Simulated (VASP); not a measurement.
# MnO (Fm-3m) in VASP: single point with PBE+U

Aim: the single point of MnO with PBE+U.

All numbers are computed with VASP 6.6.1; they aren't measurements. Logs are shortened: lines on timing, memory, paths and dates and some standing lists are left out, and cuts for length are marked.

## (1) The cell of the first run

It takes space group Fm-3m (No. 225, cubic). The conventional cell has a = 4.446 Å, b = 4.446 Å, c = 4.446 Å, α = 90.00°, β = 90.00°, γ = 90.00°. Mn (site symmetry m-3m) has 6 O at 2.22 Å within 2.9 Å. O (site symmetry m-3m) has 6 Mn at 2.22 Å within 2.9 Å.

## (2) Single point, PBE+U, collinear spin, ferromagnetic start

Input file INCAR:

```
ALGO = Normal
EDIFF = 1E-6
ENCUT = 600
GGA = PE
GGA_COMPAT = F
ISIF = 2
ISMEAR = -1
ISPIN = 2
LASPH = T
LCHARG = F
LDAU = T
LDAUJ = 0 0
LDAUL = 2 -1
LDAUPRINT = 1
LDAUTYPE = 2
LDAUU = 3 0
LMAXMIX = 4
LORBIT = 11
LREAL = F
LWAVE = F
MAGMOM = 2.8 0
NBANDS = 22
NELM = 200
PREC = Accurate
SIGMA = 0.15
```

Input file KPOINTS:

```
k-points
0
Gamma
  13 13 13
```

Input file POSCAR:

```
MnO
1.0
    0.0000000000      2.2230000000      2.2230000000
    2.2230000000      0.0000000000      2.2230000000
    2.2230000000      2.2230000000      0.0000000000
Mn O
1 1
Direct
    0.0000000000      0.0000000000      0.0000000000
    0.5000000000      0.5000000000      0.5000000000
```

Potentials or basis: VASP PAW PBE potentials, release 64 (Mn_sv, O).

Command:

```console
$ cat potpaw_PBE.64/Mn_sv/POTCAR potpaw_PBE.64/O/POTCAR > POTCAR
$ mpirun -np 1 vasp_std > vasp.out
```

OUTCAR:

```text
EDIFF = 1E-6
   ENCUT = 600
   GGA = PE
   ISIF = 2
   ISMEAR = -1
   ISPIN = 2
   LASPH = T
   LORBIT = 11
   LREAL = F
   NELM = 200
   PREC = Accurate

 ion  position               nearest neighbor table
   1  0.000  0.000  0.000-   2 2.22   2 2.22   2 2.22   2 2.22   2 2.22   2 2.22
   2  0.500  0.500  0.500-   1 2.22   1 2.22   1 2.22   1 2.22   1 2.22   1 2.22

  LATTYP: Found a face centered cubic cell.
 ALAT       =     4.4460000000

  Lattice vectors:

 A1 = (   0.0000000000,   2.2230000000,   2.2230000000)
 A2 = (   2.2230000000,   0.0000000000,   2.2230000000)
 A3 = (   2.2230000000,   2.2230000000,   0.0000000000)

Analysis of symmetry for initial positions (statically):
=====================================================================
 Subroutine PRICEL returns:
 Original cell was already a primitive cell.

 Routine SETGRP: Setting up the symmetry group for a
 face centered cubic supercell.

 Subroutine GETGRP returns: Found 48 space group operations
 (whereof 48 operations were pure point group operations)
 out of a pool of 48 trial point group operations.

The static configuration has the point symmetry O_h .

Analysis of symmetry for dynamics (positions and initial velocities):
=====================================================================
 Subroutine PRICEL returns:
 Original cell was already a primitive cell.

 Routine SETGRP: Setting up the symmetry group for a
 face centered cubic supercell.

 Subroutine GETGRP returns: Found 48 space group operations
 (whereof 48 operations were pure point group operations)
 out of a pool of 48 trial point group operations.

The dynamic configuration has the point symmetry O_h .

Analysis of structural, dynamic, and magnetic symmetry:
=====================================================================
 Subroutine PRICEL returns:
 Original cell was already a primitive cell.

 Routine SETGRP: Setting up the symmetry group for a
 face centered cubic supercell.

 Subroutine GETGRP returns: Found 48 space group operations
 (whereof 48 operations were pure point group operations)
 out of a pool of 48 trial point group operations.

The overall configuration has the point symmetry O_h .

 Subroutine INISYM returns: Found 48 space group operations
 (whereof 48 operations are pure point group operations),
 and found     1 'primitive' translations

----------------------------------------------------------------------------------------

                                     Primitive cell

  volume of cell :      21.9709

  direct lattice vectors                    reciprocal lattice vectors
     0.000000000  2.223000000  2.223000000    -0.224921278  0.224921278  0.224921278
     2.223000000  0.000000000  2.223000000     0.224921278 -0.224921278  0.224921278
     2.223000000  2.223000000  0.000000000     0.224921278  0.224921278 -0.224921278

  length of vectors
     3.143796749  3.143796749  3.143796749     0.389575080  0.389575080  0.389575080

  position of ions in fractional coordinates (direct lattice)
     0.000000000  0.000000000  0.000000000
     0.500000000  0.500000000  0.500000000

  ion indices of the primitive-cell ions
   primitive index   ion index
                 1           1
                 2           2

----------------------------------------------------------------------------------------

 KPOINTS: k-points

Automatic generation of k-mesh.
 Grid dimensions read from file:
 generate k-points for:   13   13   13

[... 62 lines left out ...]
   NELM   =    200;   NELMIN=  2; NELMDL= -5     # of ELM steps
   EDIFF  = 0.1E-05   stopping-criterion for ELM
   LREAL  =      F    real-space projection
   EDIFFG = 0.1E-04   stopping-criterion for IOM
   NSW    =      0    number of steps for IOM
   IBRION =     -1    ionic relax: 0-MD 1-quasi-New 2-CG
   NFREE  =      0    steps in history (QN), initial steepest desc. (CG)
   ISIF   =      2    stress and relaxation
   ISYM   =      2    0-nonsym 1-usesym 2-fastsym
   POTIM  = 0.5000    time-step for ionic-motion
   TEBEG  =    0.0;   TEEND  =   0.0 temperature during run
   PSTRESS=    0.0 pullay stress
   NELECT =      21.0000    total number of electrons
   NUPDOWN=      -1.0000    fix difference up-down
   EMIN   =  10.00;   EMAX   =-10.00  energy-range for DOS
   EFERMI =   0.00;   METHOD = LEGACY
   ISMEAR =    -1;   SIGMA  =   0.15  broadening in eV -4-tet -1-fermi 0-gaus
   EFERMI_NEDOS =   21; number of points for ismear=-14 and -15
   IALGO  =     38    algorithm
   IMIX   =      4    mixing-type and parameters
     AMIX     =   0.40;   BMIX     =  1.00
     AMIX_MAG =   1.60;   BMIX_MAG =  1.00
  volume/ion in A,a.u.               =      10.99        74.13
  Fermi-wavevector in a.u.,A,eV,Ry     =   1.612619  3.047408 35.382500  2.600540
  Thomas-Fermi vector in A             =   2.707820
   LORBIT       =     11    0 simple, 1 ext, 2 COOP (PROOUT), +10 PAW based schemes
 LDA+U is selected, type is set to LDAUTYPE =  2
   angular momentum for each species LDAUL =     2   -1
   U (eV)           for each species LDAUU =   3.0  0.0
   J (eV)           for each species LDAUJ =   0.0  0.0
   GGA     = PE    functional components
   LHFCALC =     F    Hartree Fock is set to
   AEXX    =    0.0000 exact exchange contribution
   IVDW    =     0    specifies the selected vdW correction
   LEPSILON=     F    determine dielectric tensor
   LRPA    =     F    only Hartree local field effects (RPA)
 spin polarized calculation
  energy-cutoff  :      600.00
  volume of cell :       21.97
 maximum number of plane-waves:       748
 NGX is ok and might be reduce to    28
   NGX = 13   NGY = 13   NGZ = 13

atom =   1  type =  1  l = 2

 onsite density matrix

spin component  1

  0.9044 -0.0000 -0.0000 -0.0000  0.0000
 -0.0000  0.9044 -0.0000 -0.0000  0.0000
 -0.0000 -0.0000  0.9370 -0.0000 -0.0000
 -0.0000 -0.0000 -0.0000  0.9044  0.0000
  0.0000  0.0000 -0.0000  0.0000  0.9370

spin component  2

  0.0157 -0.0000  0.0000  0.0000 -0.0000
 -0.0000  0.0157  0.0000 -0.0000 -0.0000
  0.0000  0.0000  0.0574  0.0000  0.0000
  0.0000 -0.0000  0.0000  0.0157 -0.0000
 -0.0000 -0.0000  0.0000 -0.0000  0.0574

 occupancies and eigenvectors

  o =  0.0157  v =  0.0000  0.0000  0.0000  0.0000  0.0000  1.0000  0.0017 -0.0000 -0.0056  0.0000      0.0000  0.0000  0.0000  0.0000  0.0000  0.0000  0.0000  0.0000  0.0000  0.0000
  o =  0.0157  v =  0.0000  0.0000  0.0000  0.0000  0.0000 -0.0054 -0.0768  0.0000 -0.9970 -0.0000      0.0000  0.0000  0.0000  0.0000  0.0000  0.0000  0.0000  0.0000  0.0000  0.0000
  o =  0.0157  v =  0.0000  0.0000  0.0000  0.0000  0.0000  0.0022 -0.9970  0.0000  0.0768 -0.0000      0.0000  0.0000  0.0000  0.0000  0.0000  0.0000  0.0000  0.0000  0.0000  0.0000
  o =  0.0574  v =  0.0000  0.0000  0.0000  0.0000  0.0000 -0.0000 -0.0000 -0.9999 -0.0000  0.0166      0.0000  0.0000  0.0000  0.0000  0.0000  0.0000  0.0000  0.0000  0.0000  0.0000
  o =  0.0574  v =  0.0000  0.0000  0.0000  0.0000  0.0000  0.0000  0.0000 -0.0166  0.0000 -0.9999      0.0000  0.0000  0.0000  0.0000  0.0000  0.0000  0.0000  0.0000  0.0000  0.0000
  o =  0.9044  v =  0.0000  0.5511 -0.0000 -0.8345  0.0000  0.0000  0.0000  0.0000  0.0000  0.0000      0.0000  0.0000  0.0000  0.0000  0.0000  0.0000  0.0000  0.0000  0.0000  0.0000
  o =  0.9044  v =  1.0000  0.0000  0.0000  0.0000  0.0000  0.0000  0.0000  0.0000  0.0000  0.0000      0.0000  0.0000  0.0000  0.0000  0.0000  0.0000  0.0000  0.0000  0.0000  0.0000
  o =  0.9044  v =  0.0000  0.8345  0.0000  0.5511  0.0000  0.0000  0.0000  0.0000  0.0000  0.0000      0.0000  0.0000  0.0000  0.0000  0.0000  0.0000  0.0000  0.0000  0.0000  0.0000
  o =  0.9370  v =  0.0000  0.0000 -0.0385  0.0000 -0.9993  0.0000  0.0000  0.0000  0.0000  0.0000      0.0000  0.0000  0.0000  0.0000  0.0000  0.0000  0.0000  0.0000  0.0000  0.0000
  o =  0.9370  v =  0.0000  0.0000 -0.9993  0.0000  0.0385  0.0000  0.0000  0.0000  0.0000  0.0000      0.0000  0.0000  0.0000  0.0000  0.0000  0.0000  0.0000  0.0000  0.0000  0.0000

 number of electron      21.0000009 magnetization       4.9962580

 Free energy of the ion-electron system (eV)
  ---------------------------------------------------
  ext. energy  EPLUGINS =         0.00000000
  ---------------------------------------------------
  free energy    TOTEN  =       -15.54421092 eV

  energy without entropy =      -15.53866910  energy(sigma->0) =      -15.54144001

 E-fermi :   9.2715     XC(G=0): -11.8570

 val. band max:        8.8331812386   @ k =   0.4615   0.0000   0.0000
 cond. band min:       9.2718240075   @ k =   0.0769   0.0000   0.0000
 fundamental gap:      0.4386427689
 Fermi energy:         9.2715189373

 spin component 1

 k-point     1 :       0.0000    0.0000    0.0000
  band No.  band energies     occupation
      1     -72.3490      1.00000
      2     -41.0909      1.00000
      3     -41.0909      1.00000
      4     -41.0909      1.00000
      5     -10.7905      1.00000
      6       4.9896      1.00000
[... 1193 lines left out ...]
     21      33.6262      0.00000
     22      35.6789      0.00000

 [... further k-points ...]

------------------------ aborting loop because EDIFF is reached ----------------------------------------

  FORCE on cell =-STRESS in cart. coord.  units (eV):
  Direction    XX          YY          ZZ          XY          YZ          ZX
  --------------------------------------------------------------------------------------
  -------------------------------------------------------------------------------------
  Total        0.6306951      0.6306951      0.6306951      0.0000000      0.0000000      0.0000000
  in kB       45.9919306     45.9919306     45.9919306      0.0000000      0.0000000      0.0000000
  external PRESSURE =      45.9919306 kB  Pullay stress =       0.0000000 kB

 VOLUME and BASIS-vectors are now :
 -----------------------------------------------------------------------------
  energy-cutoff  :      600.00
  volume of cell :       21.97
      direct lattice vectors                 reciprocal lattice vectors
     0.000000000  2.223000000  2.223000000    -0.224921278  0.224921278  0.224921278
     2.223000000  0.000000000  2.223000000     0.224921278 -0.224921278  0.224921278
     2.223000000  2.223000000  0.000000000     0.224921278  0.224921278 -0.224921278

 POSITION                                       TOTAL-FORCE (eV/Angst)
 -----------------------------------------------------------------------------------
      0.00000      0.00000      0.00000         0.000000     -0.000000      0.000000
      2.22300      2.22300      2.22300        -0.000000      0.000000     -0.000000
 -----------------------------------------------------------------------------------
    total drift:                                0.000000      0.000000      0.000000

  FREE ENERGIE OF THE ION-ELECTRON SYSTEM (eV)
  ---------------------------------------------------
  free  energy   TOTEN  =       -15.5442109174 eV

  energy  without entropy=      -15.5386691035  energy(sigma->0) =      -15.54144001

 total charge

# of ion       s       p       d       tot
------------------------------------------
    1        2.116   6.014   4.727  12.856
    2        1.553   3.450   0.000   5.003
--------------------------------------------------
tot          3.669   9.464   4.727  17.860

 magnetization (x)

# of ion       s       p       d       tot
------------------------------------------
    1        0.024   0.015   4.409   4.447
    2        0.027   0.156   0.000   0.183
--------------------------------------------------
tot          0.051   0.172   4.409   4.631
```

It took 78 s on 1 thread of Intel Xeon Platinum 8488C (Sapphire Rapids), shared host; peak memory 0.22 GiB.

Results:

| Item | Value |
| --- | --- |
| Free energy | -15.5442 eV |
| Pressure | 4.6 GPa |
| Band gap on the k mesh | zero (filled and empty bands overlap) |
| Net moment | 5.00 μB per cell |
| Site moments | Mn +4.45; O +0.18 μB |
| Valence electrons inside the program's atomic spheres | Mn 12.86; O 5.00 |

Levels at points of the mesh, in eV from the Fermi level:
Spin up:
| k point | band 11 | band 12 | band 13 | band 14 | band 15 | band 16 |
| --- | --- | --- | --- | --- | --- | --- |
| (0.00, 0.00, 0.00) | -3.52 | -3.52 | -3.52 | -0.46 | 13.96 | 15.89 |
Spin down:
| k point | band 4 | band 5 | band 6 | band 7 | band 8 | band 9 | band 10 | band 11 | band 12 | band 13 |
| --- | --- | --- | --- | --- | --- | --- | --- | --- | --- | --- |
| (0.00, 0.00, 0.00) | -45.43 | -19.65 | -3.17 | -3.17 | -3.17 | 0.91 | 2.09 | 2.09 | 2.09 | 2.74 |

Eigenvalues of the final occupation matrices:
```tsv
site	spin	trace	eigenvalues
site 1 d	1	4.59	0.90 0.90 0.90 0.94 0.94
site 1 d	2	0.16	0.02 0.02 0.02 0.06 0.06
```

Caveat: the cell stands under pressure; a cell with one magnetic atom can't hold antiferromagnetic order, which such compounds often take. The state reached can hang on the start; a lower one may exist.
